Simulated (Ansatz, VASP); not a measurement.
Mo in VASP and in Ansatz

```xyz
1
Lattice="0.0000 2.0150 2.0150 2.0150 0.0000 2.0150 2.0150 2.0150 0.0000" Properties=species:S:1:pos:R:3 pbc="T T T"
Mo    0.0000    0.0000    0.0000
```

Alike in both runs: task electric field gradients; functional PBE; k mesh 24 × 24 × 24; occupations fermi-dirac, width 0.08 eV; no spin polarisation.

|  | VASP | Ansatz |
| --- | --- | --- |
| version | VASP 6.6.1 | Ansatz 0.2.0 |
| potentials or method | VASP PAW PBE potentials, release 64 (Mo_sv) | PAW with Ansatz's default frozen-core files, scalar-relativistic |
| plane-wave cutoff (eV) | 520 | 420 |
| valence electrons in the cell | 14 | 14 |

Ansatz gave:

```
pressure (GPa) : -4.6
```

Task: What did VASP give for the same quantities?

Result: Pressure (GPa): -4.2.
